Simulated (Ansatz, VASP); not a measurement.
**One calculation of Bi, two programs**

POSCAR

```
Bi
1.0
    3.1946090396      0.0000000000      0.0000000000
    0.0000000000      3.1781022620      0.0000000000
   -0.0793675179      0.0000000000      6.3567985340
Bi
2
Direct
    0.5442472500      0.0000000000      0.7495778900
    0.4557527500      0.0000000000      0.2504221100
```

INCAR.step1

```
ALGO = Normal
EDIFF = 1E-4
ENCUT = 520
GGA = PE
ISMEAR = -1
LASPH = T
LCHARG = F
LREAL = F
LWAVE = T
NBANDS = 22
NELM = 100
PREC = Accurate
SIGMA = 0.05
```

INCAR.step2

```
ALGO = Normal
EDIFF = 1E-6
ENCUT = 520
ISIF = 2
ISMEAR = -1
ISTART = 1
LASPH = T
LCHARG = F
LMIXTAU = T
LREAL = F
LWAVE = F
METAGGA = R2SCAN
NBANDS = 22
NELM = 100
PREC = Accurate
SIGMA = 0.05
```

The input KPOINTS:

```
k-points
0
Gamma
  8 8 4
```

input.yaml

```yaml
crystal:
  lattice:
    - [3.1946090396, 0.0, 0.0]
    - [0.0, 3.178102262, 0.0]
    - [-0.0793675179, 0.0, 6.356798534]
  atoms:
    - { symbol: Bi, position: [0.54424725, 0.0, 0.74957789] }
    - { symbol: Bi, position: [0.45575275, 0.0, 0.25042211] }
hamiltonian:
  xc: r2scan
  pseudopotentials: { kind: paw }
kpoints:
  mp_grid: { grid: [8, 8, 4] }
scf:
  occupations: { method: fermi_dirac, width: 0.05 }
output:
  forces: true
  stress: true
  eigenvalues: true
```

Alike in both runs: task single point; functional r2SCAN; k mesh 8 × 8 × 4; occupations fermi-dirac, width 0.05 eV; no spin polarisation.

|  | VASP | Ansatz |
| --- | --- | --- |
| version | VASP 6.6.1 | Ansatz 0.2.0 |
| potentials or method | VASP PAW PBE potentials, release 64 (Bi_d) | Ansatz PAW |
| plane-wave cutoff (eV) | 520 | 500 |
| valence electrons in the cell | 30 | 30 |

```csv
,VASP,Ansatz,Ansatz less VASP
gap on the k mesh at the Fermi level (eV),none,none,-
pressure (GPa),3.6,3.7,+0.05
"traceless stress, the component that is largest in VASP (GPa)",0.67,0.66,-0.004
rms of the force components (eV/Å),0.011,0.012,+0.0003
```

VASP's potentials were made for PBE, not for r2SCAN. Atom by atom the forces differ by 0.000 eV/Å (rms over components). A gap of «none» marks a metal or a gap that the smearing closes. The functional is the same, so the differences come from potentials, cutoffs and numerics.

Spin-orbit coupling is off throughout.
